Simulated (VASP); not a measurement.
# Y3Si2F (R-3m) in VASP: single point with PBE

Aim: the single point of Y3Si2F with PBE.

All numbers are computed with VASP 6.6.1; they aren't measurements. Logs are shortened: lines on timing, memory, paths and dates and some standing lists are left out, and cuts for length are marked.

## (1) The cell of the first run

Symmetry: R-3m, No. 166, trigonal system. The conventional cell has a = 4.309 Å, b = 4.309 Å, c = 31.063 Å, α = 90.00°, β = 90.00°, γ = 120.00°. Within 4.0 Å of Y (site symmetry -3m) lie 6 Si at 3.00 Å and 6 Y at 3.89 Å. Within 2.9 Å of Y (site symmetry 3m) lie 1 F at 2.19 Å and 3 Si at 2.81 Å. Within 3.7 Å of Si (site symmetry 3m) lie 6 Y at 2.81 to 3.00 Å. F (site symmetry -3m) has 2 Y at 2.19 Å within 2.9 Å.

The cell was generated, and may not be a known phase.

## (2) Single point, PBE

INCAR

```
PREC = Accurate ; ENCUT = 520
EDIFF = 1E-6 ; ISMEAR = 0
SIGMA = 0.1 ; LREAL = F
LASPH = T ; NELM = 100
ALGO = Normal ; ISIF = 2
LWAVE = F ; LCHARG = F
GGA = PE ; NBANDS = 33
```

KPOINTS

```
Automatic mesh
0
Gamma
  6 6 6
```

POSCAR

```
Y3Si2F
1.0
    2.1544296558      1.2438605418     10.3544639916
   -2.1544296558      1.2438605418     10.3544639916
    0.0000000000     -2.4877210835     10.3544639916
Y Si F
3 2 1
Direct
    0.0000000000      0.0000000000      0.0000000000
    0.4296244759      0.4296244759      0.4296244759
    0.5703755241      0.5703755241      0.5703755241
    0.7208184279      0.7208184279      0.7208184279
    0.2791815721      0.2791815721      0.2791815721
    0.5000000000      0.5000000000      0.5000000000
```

Potentials or basis: VASP PAW PBE potentials, release 64 (Y_sv, Si, F).

Started as:

```bash
cat potpaw_PBE.64/Y_sv/POTCAR potpaw_PBE.64/Si/POTCAR potpaw_PBE.64/F/POTCAR > POTCAR
mpirun -np 1 vasp_std > vasp.out
```

OUTCAR:

```text
PREC = Accurate
   ENCUT = 520
   EDIFF = 1E-6
   ISMEAR = 0
   LREAL = F
   LASPH = T
   NELM = 100
   ISIF = 2
   GGA = PE

 ion  position               nearest neighbor table
   1  0.000  0.000  0.000-   4 3.00   4 3.00   5 3.00   5 3.00   4 3.00   5 3.00   2 3.89   3 3.89
                             2 3.89   3 3.89   2 3.89   3 3.89
   2  0.430  0.430  0.430-   6 2.19   4 2.81   4 2.81   4 2.81   1 3.89   1 3.89   1 3.89
   3  0.570  0.570  0.570-   6 2.19   5 2.81   5 2.81   5 2.81   1 3.89   1 3.89   1 3.89
   4  0.721  0.721  0.721-   2 2.81   2 2.81   2 2.81   1 3.00   1 3.00   1 3.00
   5  0.279  0.279  0.279-   3 2.81   3 2.81   3 2.81   1 3.00   1 3.00   1 3.00
   6  0.500  0.500  0.500-   2 2.19   3 2.19

  LATTYP: Found a trigonal (rhomboedric) cell.
 ALAT       =    10.6491164301
 COS(alpha) =     0.9181408026

  Lattice vectors:

 A1 = (   2.1544296558,   1.2438605418,  10.3544639916)
 A2 = (  -2.1544296558,   1.2438605418,  10.3544639916)
 A3 = (   0.0000000000,  -2.4877210835,  10.3544639916)

Analysis of symmetry for initial positions (statically):
=====================================================================
 Subroutine PRICEL returns:
 Original cell was already a primitive cell.

 Routine SETGRP: Setting up the symmetry group for a
 trigonal (rhombohedral) supercell.

 Subroutine GETGRP returns: Found 12 space group operations
 (whereof 12 operations were pure point group operations)
 out of a pool of 12 trial point group operations.

The static configuration has the point symmetry D_3d.

Analysis of symmetry for dynamics (positions and initial velocities):
=====================================================================
 Subroutine PRICEL returns:
 Original cell was already a primitive cell.

 Routine SETGRP: Setting up the symmetry group for a
 trigonal (rhombohedral) supercell.

 Subroutine GETGRP returns: Found 12 space group operations
 (whereof 12 operations were pure point group operations)
 out of a pool of 12 trial point group operations.

The dynamic configuration has the point symmetry D_3d.

 Subroutine INISYM returns: Found 12 space group operations
 (whereof 12 operations are pure point group operations),
 and found     1 'primitive' translations

----------------------------------------------------------------------------------------

                                     Primitive cell

[... 94 lines left out ...]
   LSORBIT =      F    spin-orbit coupling
   LASPH  =      T    aspherical Exc in radial PAW
   ENCUT  =  520.0 eV  38.22 Ry    6.18 a.u.  19.80 19.80 19.80*2*pi/ulx,y,z
   NELM   =    100;   NELMIN=  2; NELMDL= -5     # of ELM steps
   EDIFF  = 0.1E-05   stopping-criterion for ELM
   LREAL  =      F    real-space projection
   EDIFFG = 0.1E-04   stopping-criterion for IOM
   NSW    =      0    number of steps for IOM
   IBRION =     -1    ionic relax: 0-MD 1-quasi-New 2-CG
   NFREE  =      0    steps in history (QN), initial steepest desc. (CG)
   ISIF   =      2    stress and relaxation
   ISYM   =      2    0-nonsym 1-usesym 2-fastsym
   POTIM  = 0.5000    time-step for ionic-motion
   TEBEG  =    0.0;   TEEND  =   0.0 temperature during run
   PSTRESS=    0.0 pullay stress
   NELECT =      48.0000    total number of electrons
   NUPDOWN=      -1.0000    fix difference up-down
   EMIN   =  10.00;   EMAX   =-10.00  energy-range for DOS
   EFERMI =   0.00;   METHOD = LEGACY
   ISMEAR =     0;   SIGMA  =   0.10  broadening in eV -4-tet -1-fermi 0-gaus
   EFERMI_NEDOS =   21; number of points for ismear=-14 and -15
   IALGO  =     38    algorithm
   IMIX   =      4    mixing-type and parameters
     AMIX     =   0.40;   BMIX     =  1.00
     AMIX_MAG =   1.60;   BMIX_MAG =  1.00
  volume/ion in A,a.u.               =      27.75       187.25
  Fermi-wavevector in a.u.,A,eV,Ry     =   1.081503  2.043744 15.914029  1.169648
  Thomas-Fermi vector in A             =   2.217521
   LORBIT       =      0    0 simple, 1 ext, 2 COOP (PROOUT), +10 PAW based schemes
   GGA     = PE    functional components
   LHFCALC =     F    Hartree Fock is set to
   AEXX    =    0.0000 exact exchange contribution
   IVDW    =     0    specifies the selected vdW correction
   LEPSILON=     F    determine dielectric tensor
   LRPA    =     F    only Hartree local field effects (RPA)
 non-spin polarized calculation
 Gauss-broadening in eV      SIGMA  =   0.10
  energy-cutoff  :      520.00
  volume of cell :      166.49
 maximum number of plane-waves:      4502
   NGX = 39   NGY = 39   NGZ = 39

 number of electron      48.0000002 magnetization

 Free energy of the ion-electron system (eV)
  ---------------------------------------------------
  ext. energy  EPLUGINS =         0.00000000
  ---------------------------------------------------
  free energy    TOTEN  =       -39.78085552 eV

  energy without entropy =      -39.77554921  energy(sigma->0) =      -39.77820236

 E-fermi :   2.6233     XC(G=0):  -8.6450

 val. band max:        2.5453805022   @ k =   0.0000   0.0000   0.0000
 cond. band min:       2.6562832773   @ k =   0.5000   0.5000   0.0000
 fundamental gap:      0.1109027750
 Fermi energy:         2.6233177189

 k-point     1 :       0.0000    0.0000    0.0000
  band No.  band energies     occupation
      1     -39.9922      2.00000
      2     -39.9875      2.00000
      3     -39.4815      2.00000
      4     -22.9544      2.00000
      5     -20.1369      2.00000
      6     -19.9455      2.00000
[... 853 lines left out ...]
     32       6.3717      0.00000
     33       6.6801      0.00000

 [... further k-points ...]
[... 5 lines left out ...]
  --------------------------------------------------------------------------------------
  -------------------------------------------------------------------------------------
  Total       -0.1287150     -0.1287150      0.3149380      0.0000000      0.0000000      0.0000000
  in kB       -1.2386737     -1.2386737      3.0307685      0.0000000      0.0000000      0.0000000
  external PRESSURE =       0.1844737 kB  Pullay stress =       0.0000000 kB

 VOLUME and BASIS-vectors are now :
 -----------------------------------------------------------------------------
  energy-cutoff  :      520.00
  volume of cell :      166.49
      direct lattice vectors                 reciprocal lattice vectors
     2.154429656  1.243860542 10.354463992     0.232079984  0.133991441  0.032192235
    -2.154429656  1.243860542 10.354463992    -0.232079984  0.133991441  0.032192235
     0.000000000 -2.487721083 10.354463992     0.000000000 -0.267982882  0.032192235

 POSITION                                       TOTAL-FORCE (eV/Angst)
 -----------------------------------------------------------------------------------
      0.00000      0.00000      0.00000         0.000000      0.000000     -0.000000
      0.00000      0.00000     13.34559         0.000000     -0.000000     -0.021315
      0.00000      0.00000     17.71780         0.000000      0.000000      0.021315
      0.00000      0.00000     22.39107         0.000000      0.000000      0.012737
      0.00000      0.00000      8.67233         0.000000     -0.000000     -0.012737
      0.00000      0.00000     15.53170         0.000000      0.000000     -0.000000
 -----------------------------------------------------------------------------------
    total drift:                                0.000000     -0.000000      0.000000

  FREE ENERGIE OF THE ION-ELECTRON SYSTEM (eV)
  ---------------------------------------------------
  free  energy   TOTEN  =       -39.7808555188 eV

  energy  without entropy=      -39.7755492087  energy(sigma->0) =      -39.77820236
```

OSZICAR:

```text
N       E                     dE             d eps       ncg     rms          rms(c)
DAV:   1     0.266546147590E+03    0.26655E+03   -0.22802E+04  2112   0.134E+03
DAV:   2    -0.210368600245E+02   -0.28758E+03   -0.27509E+03  2632   0.312E+02
DAV:   3    -0.427345492043E+02   -0.21698E+02   -0.21409E+02  3109   0.656E+01
DAV:   4    -0.450112856063E+02   -0.22767E+01   -0.22711E+01  3712   0.165E+01
DAV:   5    -0.450394603963E+02   -0.28175E-01   -0.28169E-01  2822   0.223E+00    0.460E+01
DAV:   6    -0.400587024888E+02    0.49808E+01   -0.14787E+01  2352   0.150E+01    0.331E+01
DAV:   7    -0.399463310004E+02    0.11237E+00   -0.73750E+00  3268   0.966E+00    0.831E+00
DAV:   8    -0.397855721639E+02    0.16076E+00   -0.12563E+00  2608   0.417E+00    0.170E+00
DAV:   9    -0.397812299810E+02    0.43422E-02   -0.11246E-01  2911   0.144E+00    0.916E-01
DAV:  10    -0.397804346600E+02    0.79532E-03   -0.93598E-03  3210   0.460E-01    0.366E-01
DAV:  11    -0.397804255929E+02    0.90670E-05   -0.36238E-03  2847   0.319E-01    0.976E-02
DAV:  12    -0.397806579831E+02   -0.23239E-03   -0.66532E-04  3194   0.106E-01    0.685E-02
DAV:  13    -0.397808039713E+02   -0.14599E-03   -0.18001E-04  2472   0.671E-02    0.240E-02
DAV:  14    -0.397808482447E+02   -0.44273E-04   -0.12500E-04  2822   0.541E-02    0.126E-02
DAV:  15    -0.397808549551E+02   -0.67104E-05   -0.21611E-05  2696   0.204E-02    0.437E-03
DAV:  16    -0.397808555188E+02   -0.56370E-06   -0.12768E-06  2134   0.529E-03
   1 F= -.39780856E+02 E0= -.39778202E+02  d E =-.530631E-02
```

stdout:

```text
POSCAR found type information on POSCAR Y SiF
 POSCAR found :  3 types and       6 ions
 scaLAPACK will be used
 LDA part: xc-table for (Slater+PW92), standard interpolation
 POSCAR, INCAR and KPOINTS ok, starting setup
 FFT: planning ... GRIDC
 FFT: planning ... GRID_SOFT
 FFT: planning ... GRID
 WAVECAR not read
 entering main loop
```

It took 28 min on 1 thread of Intel Xeon 8259CL, shared host; peak memory 1.1 GiB.

What came out:

| Property | Result |
| --- | --- |
| Free energy | -39.7809 eV |
| Pressure | 0.0 GPa |
| Largest force | 0.021 eV/Å |
| Band gap on the k mesh | 0.11 eV (least direct gap 0.16 eV) |

Forces on the atoms (eV/Å):
```
Y    0.000  0.000  0.000
Y    0.000  0.000 -0.021
Y    0.000  0.000  0.021
Si   0.000  0.000  0.013
Si   0.000  0.000 -0.013
F    0.000  0.000  0.000
```

Levels at points of the mesh, in eV from the valence-band top:
| k point | band 21 | band 22 | band 23 | band 24 | band 25 | band 26 | band 27 | band 28 |
| --- | --- | --- | --- | --- | --- | --- | --- | --- |
| (0.00, 0.00, 0.00) | -0.79 | -0.64 | 0.00 | 0.00 | 1.30 | 1.48 | 1.48 | 2.53 |
| (0.50, 0.00, 0.00) | -0.86 | -0.56 | -0.50 | -0.11 | 0.24 | 1.88 | 1.93 | 2.89 |
| (0.50, 0.50, 0.00) | -0.79 | -0.61 | -0.48 | -0.05 | 0.11 | 1.71 | 2.06 | 3.02 |
| (0.50, 0.50, 0.50) | -0.77 | -0.77 | -0.04 | -0.04 | 1.55 | 1.55 | 2.18 | 2.47 |

Caveat: semilocal functionals underestimate gaps, and a narrow one can read as zero.
